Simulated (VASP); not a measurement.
Input of a VASP 6.6.1 run:

Contents of INCAR:

```
  PREC = Accurate
  ENCUT = 520
  EDIFF = 1E-6
  ISMEAR = -1
  SIGMA = 0.03
  LREAL = F
  LASPH = T
  NELM = 80
  ALGO = Normal
  ISIF = 2
  LWAVE = F
  LCHARG = F
  GGA = PE
  NBANDS = 35
```

File KPOINTS:

```
Automatic mesh
0
Gamma
  4 4 6
```

The input POSCAR:

```
SnO2
1.0
    4.7687240931      0.0000000000      0.0000000000
    0.0000000000      4.7687240931      0.0000000000
    0.0000000000      0.0000000000      3.2075026017
Sn O
2 4
Direct
    0.0000000000      0.0000000000      0.0000000000
    0.5000000000      0.5000000000      0.5000000000
    0.3056200000      0.3056200000      0.0000000000
    0.1943800000      0.8056200000      0.5000000000
    0.6943800000      0.6943800000      0.0000000000
    0.8056200000      0.1943800000      0.5000000000
```

Potentials or basis: VASP PAW PBE potentials, release 64 (Sn_d, O).

Run with:

```console
$ cat potpaw_PBE.64/Sn_d/POTCAR potpaw_PBE.64/O/POTCAR > POTCAR
$ mpirun -np 1 vasp_std > vasp.out
```

**Question.** Estimate the band gap on the k mesh.

**Answer.** 1.01 eV, direct.

**Question.** Estimate the pressure.

**Answer.** 7.0 GPa.

**Question.** What does it give for the largest force?

**Answer.** 0.016 eV/Å.

Forces on the atoms (eV/Å):
```
Sn   0.000  0.000  0.000
Sn   0.000  0.000  0.000
O    0.011  0.011  0.000
O   -0.011  0.011  0.000
O   -0.011 -0.011  0.000
O    0.011 -0.011  0.000
```

Caveat: spin-orbit coupling is left out, which moves the levels of the heavy elements.
